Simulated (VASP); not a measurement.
# Cu (Fm-3m) in VASP: further runs, part 2 of 2

VASP 6.6.1.

### Step 3. Relaxation of cell and atoms, PBE

This run uses another cell than the first one, of 11.86 Å³/atom, 0.992 times its volume.

INCAR

```
SYSTEM = Cu
  PREC = Accurate
  ENCUT = 600
  EDIFF = 1E-6
  ISMEAR = 1
  SIGMA = 0.1
  LREAL = .False.
  LASPH = .True.
  NELM = 60
  ALGO = Fast
  ISIF = 3
  LWAVE = .False.
  LCHARG = .False.
  GGA = PE
  IBRION = 2
  NSW = 80
  EDIFFG = -0.005
```

KPOINTS

```
regular mesh
0
Gamma
  20 20 20
  0 0 0
```

POSCAR

```
Cu
1.0
    0.0000000000      1.8100000000      1.8100000000
    1.8100000000      0.0000000000      1.8100000000
    1.8100000000      1.8100000000      0.0000000000
Cu
1
Direct
    0.0000000000      0.0000000000      0.0000000000
```

Potentials or basis: VASP PAW PBE potentials, release 64 (Cu).

Launch:

```console
> cat potpaw_PBE.64/Cu/POTCAR > POTCAR
> mpirun -np 1 vasp_std > vasp.out
```

OUTCAR:

```text
SYSTEM = Cu
   PREC = Accurate
   ENCUT = 600
   EDIFF = 1E-6
   ISMEAR = 1
   LREAL = .False.
   LASPH = .True.
   NELM = 60
   ISIF = 3
   GGA = PE
   IBRION = 2
   NSW = 80
   EDIFFG = -0.005

 ion  position               nearest neighbor table
   1  0.000  0.000  0.000-

  LATTYP: Found a face centered cubic cell.
 ALAT       =     3.6200000000

  Lattice vectors:

 A1 = (   0.0000000000,   1.8100000000,   1.8100000000)
 A2 = (   1.8100000000,   0.0000000000,   1.8100000000)
 A3 = (   1.8100000000,   1.8100000000,   0.0000000000)

Analysis of symmetry for initial positions (statically):
=====================================================================
 Subroutine PRICEL returns:
 Original cell was already a primitive cell.

 Routine SETGRP: Setting up the symmetry group for a
 face centered cubic supercell.

 Subroutine GETGRP returns: Found 48 space group operations
 (whereof 48 operations were pure point group operations)
 out of a pool of 48 trial point group operations.

The static configuration has the point symmetry O_h .

Analysis of symmetry for dynamics (positions and initial velocities):
=====================================================================
 Subroutine PRICEL returns:
 Original cell was already a primitive cell.

 Routine SETGRP: Setting up the symmetry group for a
 face centered cubic supercell.

 Subroutine GETGRP returns: Found 48 space group operations
 (whereof 48 operations were pure point group operations)
 out of a pool of 48 trial point group operations.

The dynamic configuration has the point symmetry O_h .

 Subroutine INISYM returns: Found 48 space group operations
 (whereof 48 operations are pure point group operations),
 and found     1 'primitive' translations

----------------------------------------------------------------------------------------

                                     Primitive cell

  volume of cell :      11.8595

  direct lattice vectors                    reciprocal lattice vectors
     0.000000000  1.810000000  1.810000000    -0.276243094  0.276243094  0.276243094
     1.810000000  0.000000000  1.810000000     0.276243094 -0.276243094  0.276243094
     1.810000000  1.810000000  0.000000000     0.276243094  0.276243094 -0.276243094

  length of vectors
     2.559726548  2.559726548  2.559726548     0.478467074  0.478467074  0.478467074

  position of ions in fractional coordinates (direct lattice)
     0.000000000  0.000000000  0.000000000

  ion indices of the primitive-cell ions
   primitive index   ion index
                 1           1

----------------------------------------------------------------------------------------

 KPOINTS: regular mesh

Automatic generation of k-mesh.
 Grid dimensions read from file:
 generate k-points for:   20   20   20

 Generating k-lattice:

[... 44 lines left out ...]
   number of dos      NEDOS =    301   number of ions     NIONS =      1
   total plane-waves  NPLWV =   8000
   dimension x,y,z NGX =    20 NGY =   20 NGZ =   20
   dimension x,y,z NGXF=    40 NGYF=   40 NGZF=   40
   ions per type =               1
   NGX,Y,Z   is equivalent  to a cutoff of  12.99, 12.99, 12.99 a.u.
   NGXF,Y,Z  is equivalent  to a cutoff of  25.98, 25.98, 25.98 a.u.
 SYSTEM =  Cu
   PREC   = accura    normal or accurate (medium, high low for compatibility)
   ISTART =      0    job   : 0-new  1-cont  2-samecut
   ICHARG =      2    charge: 1-file 2-atom 10-const
   ISPIN  =      1    spin polarized calculation?
   LNONCOLLINEAR =      F non collinear calculations
   LSORBIT =      F    spin-orbit coupling
   LASPH  =      T    aspherical Exc in radial PAW
   ENCUT  =  600.0 eV  44.10 Ry    6.64 a.u.   5.11  5.11  5.11*2*pi/ulx,y,z
   NELM   =     60;   NELMIN=  2; NELMDL= -5     # of ELM steps
   EDIFF  = 0.1E-05   stopping-criterion for ELM
   LREAL  =      F    real-space projection
   EDIFFG = -.5E-02   stopping-criterion for IOM
   NSW    =     80    number of steps for IOM
   IBRION =      2    ionic relax: 0-MD 1-quasi-New 2-CG
   NFREE  =      1    steps in history (QN), initial steepest desc. (CG)
   ISIF   =      3    stress and relaxation
   ISYM   =      2    0-nonsym 1-usesym 2-fastsym
   POTIM  = 0.5000    time-step for ionic-motion
   TEBEG  =    0.0;   TEEND  =   0.0 temperature during run
   PSTRESS=    0.0 pullay stress
   NELECT =      11.0000    total number of electrons
   NUPDOWN=      -1.0000    fix difference up-down
   EMIN   =  10.00;   EMAX   =-10.00  energy-range for DOS
   EFERMI =   0.00;   METHOD = LEGACY
   ISMEAR =     1;   SIGMA  =   0.10  broadening in eV -4-tet -1-fermi 0-gaus
   EFERMI_NEDOS =   21; number of points for ismear=-14 and -15
   IALGO  =     68    algorithm
   IMIX   =      4    mixing-type and parameters
     AMIX     =   0.40;   BMIX     =  1.00
     AMIX_MAG =   1.60;   BMIX_MAG =  1.00
  volume/ion in A,a.u.               =      11.86        80.03
  Fermi-wavevector in a.u.,A,eV,Ry     =   1.596555  3.017051 34.681075  2.548987
  Thomas-Fermi vector in A             =   2.694299
   LORBIT       =      0    0 simple, 1 ext, 2 COOP (PROOUT), +10 PAW based schemes
   GGA     = PE    functional components
   LHFCALC =     F    Hartree Fock is set to
   AEXX    =    0.0000 exact exchange contribution
   IVDW    =     0    specifies the selected vdW correction
   LEPSILON=     F    determine dielectric tensor
   LRPA    =     F    only Hartree local field effects (RPA)
 conjugate gradient relaxation of ions
 non-spin polarized calculation
 RMM-DIIS sequential band-by-band and
 Methfessel and Paxton  Order N= 1 SIGMA  =   0.10
  energy-cutoff  :      600.00
  volume of cell :       11.86
 maximum number of plane-waves:       415
   NGX = 11   NGY = 11   NGZ = 11

--------------------------------------- Ionic step        1  -------------------------------------------

 number of electron      11.0000000 magnetization

 Free energy of the ion-electron system (eV)
  ---------------------------------------------------
  ext. energy  EPLUGINS =         0.00000000
  ---------------------------------------------------
  free energy    TOTEN  =        -3.72806553 eV

  energy without entropy =       -3.72824394  energy(sigma->0) =       -3.72812500

------------------------ aborting loop because EDIFF is reached ----------------------------------------

  FORCE on cell =-STRESS in cart. coord.  units (eV):
  Direction    XX          YY          ZZ          XY          YZ          ZX
  --------------------------------------------------------------------------------------
  -------------------------------------------------------------------------------------
  Total        0.1521806      0.1521806      0.1521806     -0.0000000     -0.0000000      0.0000000
  in kB       20.5590987     20.5590987     20.5590987     -0.0000000     -0.0000000      0.0000000
  external PRESSURE =      20.5590987 kB  Pullay stress =       0.0000000 kB
[... 57 lines left out ...]
--------------------------------------- Ionic step        3  -------------------------------------------

 number of electron      10.9999996 magnetization

 Free energy of the ion-electron system (eV)
  ---------------------------------------------------
  ext. energy  EPLUGINS =         0.00000000
  ---------------------------------------------------
  free energy    TOTEN  =        -3.72884433 eV

  energy without entropy =       -3.72900332  energy(sigma->0) =       -3.72889733

 E-fermi :   7.3516     XC(G=0): -12.6317

 val. band max:        7.3391474669   @ k =   0.5000   0.2500   0.1000
 cond. band min:       7.4045251315   @ k =   0.5000   0.3500   0.1500
 fundamental gap:      0.0653776646
 Fermi energy:         7.3515738555

 k-point     1 :       0.0000    0.0000    0.0000
  band No.  band energies     occupation
      1      -1.8423      2.00000
      2       4.4100      2.00000
      3       4.4100      2.00000
      4       4.4100      2.00000
      5       5.2116      2.00000
      6       5.2116      2.00000
      7      29.8494      0.00000
      8      32.3683      0.00000
      9      32.3683      0.00000
[... 265 lines left out ...]
 k-point    24 :      -0.3500    0.0500    0.0000
  band No.  band energies     occupation
      1       1.9387      2.00000
      2       4.4360      2.00000
      3       4.4748      2.00000
      4       4.6116      2.00000
      5       5.5197      2.00000
      6       5.7970      2.00000
      7      14.5719      0.00000
      8      26.9933      0.00000
      9      29.4232      0.00000

 [... further k-points ...]

------------------------ aborting loop because EDIFF is reached ----------------------------------------

  FORCE on cell =-STRESS in cart. coord.  units (eV):
  Direction    XX          YY          ZZ          XY          YZ          ZX
  --------------------------------------------------------------------------------------
  -------------------------------------------------------------------------------------
  Total        0.0032167      0.0032167      0.0032167      0.0000000     -0.0000000      0.0000000
  in kB        0.4293352      0.4293352      0.4293352      0.0000000     -0.0000000      0.0000000
  external PRESSURE =       0.4293352 kB  Pullay stress =       0.0000000 kB
[... 16 lines left out ...]
  FREE ENERGIE OF THE ION-ELECTRON SYSTEM (eV)
  ---------------------------------------------------
  free  energy   TOTEN  =        -3.7288443267 eV

  energy  without entropy=       -3.7290033232  energy(sigma->0) =       -3.72889733

 reached required accuracy - stopping structural energy minimisation
```

CONTCAR:

```text
Cu
   1.00000000000000
     0.0000000000000000    1.8173137482794557    1.8173137482794557
     1.8173137482794557   -0.0000000000000000    1.8173137482794557
     1.8173137482794557    1.8173137482794557    0.0000000000000000
  Cu
     1
Direct
     0.0000000000000000    0.0000000000000000    0.0000000000000000

  0.00000000E+00  0.00000000E+00  0.00000000E+00
```

Run time: 2.3 min. Hardware: 1 thread of AMD EPYC, shared host; peak memory 0.13 GiB.

What came out:

| Quantity | Value |
| --- | --- |
| Free energy | -3.7288 eV |
| Relaxed volume | 12.00 Å³/atom |
| Relaxed cell | a = 2.570 Å, b = 2.570 Å, c = 2.570 Å, α = 60.00°, β = 60.00°, γ = 60.00° |
| Space group after relaxing (to 0.05 Å) | Fm-3m (No. 225) |
| Energy gained by relaxing | 0.8 meV/atom |
| Ionic steps | 3 |
| Pressure after relaxing | 0.0 GPa |

The path:
```csv
step,energy change (eV),largest force (eV/Å),pressure (GPa),volume (Å³)
1,0.0000,0.0000,2.06,11.86
2,-0.0003,0.0000,-1.67,12.12
3,-0.0008,0.0000,0.04,12.00
```

Final structure:
```xyz
1
Lattice="0.0000 1.8173 1.8173 1.8173 0.0000 1.8173 1.8173 1.8173 0.0000" Properties=species:S:1:pos:R:3 pbc="T T T"
Cu    0.0000    0.0000    0.0000
```

Levels at points of the mesh, in eV from the Fermi level:
```csv
k point,band 2,band 3,band 4,band 5,band 6,band 7,band 8,band 9
"(0.00, 0.00, 0.00)",-2.94,-2.94,-2.94,-2.14,-2.14,22.50,25.02,25.02
"(0.50, 0.00, 0.00)",-2.97,-2.97,-1.59,-1.59,-0.92,3.71,21.00,21.85
"(0.50, 0.50, 0.00)",-4.30,-1.60,-1.45,-1.45,1.54,7.04,12.99,12.99
```
